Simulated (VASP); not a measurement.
SnO2: single point with LDA

Crystal: SnO2.

```
CELL_PARAMETERS angstrom
4.72127 0.00000 0.00000
0.00000 4.72425 0.00000
0.00000 0.00000 3.19002
ATOMIC_POSITIONS crystal
Sn 0.50000 0.50000 0.50000
Sn 0.00000 0.00000 0.00000
O 0.29060 0.32155 0.00000
O 0.79060 0.17845 0.50000
O 0.20940 0.82155 0.50000
O 0.70940 0.67845 0.00000
```

This cell differs from its parent crystal: mode 4 (103.1 1/cm) frozen in, largest displacement -0.100 Å.

* Program: VASP 6.6.1
* Task: single point
* Functional: LDA
* Potentials or basis: VASP PAW LDA potentials, release 64 (Sn_d, O)
* Cutoff: 520 eV
* k mesh: 6 × 6 × 8
* Occupations: gaussian, width 0.05 eV
* Spin: no spin polarisation
* Dipole correction: no
* Further INCAR settings: ALGO = Normal; EDIFF = 1e-06; NBANDS = 35

| Property | Result |
| --- | --- |
| Pressure | 0.5 GPa |
| Largest force | 0.068 eV/Å |
| Band gap on the k mesh | 1.27 eV, direct |

Forces in eV/Å, atoms in the order of the input:
```
Sn   0.000  0.000  0.000
Sn   0.000  0.000  0.000
O    0.052 -0.044  0.000
O    0.052  0.044  0.000
O   -0.052 -0.044  0.000
O   -0.052  0.044  0.000
```

Stress tensor (GPa, compression positive):
```
-0.19  0.00  0.00
 0.00  0.91  0.00
 0.00  0.00  0.81
```

Levels at points of the mesh, in eV from the valence-band top:
```tsv
k point	band 23	band 24	band 25	band 26	band 27	band 28	band 29	band 30
(0.00, 0.00, 0.00)	-1.15	-0.75	-0.68	0.00	1.27	5.99	6.12	6.20
(0.50, 0.00, 0.00)	-1.16	-1.16	-0.47	-0.47	4.29	4.29	6.63	6.63
(0.00, 0.50, 0.00)	-1.16	-1.16	-0.65	-0.65	4.48	4.48	7.16	7.16
(0.50, 0.50, 0.00)	-1.29	-1.29	-0.82	-0.82	4.80	4.80	7.36	7.36
(0.00, 0.00, 0.50)	-1.66	-1.66	-1.17	-1.17	6.09	6.09	9.57	9.57
(0.50, 0.00, 0.50)	-0.98	-0.98	-0.74	-0.74	6.42	6.42	8.04	8.04
(0.00, 0.50, 0.50)	-1.16	-1.16	-0.58	-0.58	6.32	6.32	7.83	7.83
(0.50, 0.50, 0.50)	-0.93	-0.93	-0.75	-0.75	4.77	4.77	8.72	8.72
```

Run time: 58 s on 1 thread of Intel(R) Xeon(R) 6975P-C (Granite Rapids), with other jobs on the host, peak memory 0.25 GiB.

Caveat: the cell differs from its parent crystal (mode 4 (103.1 1/cm) frozen in, largest displacement -0.100 Å); spin-orbit coupling is left out, which moves the levels of the heavy elements.
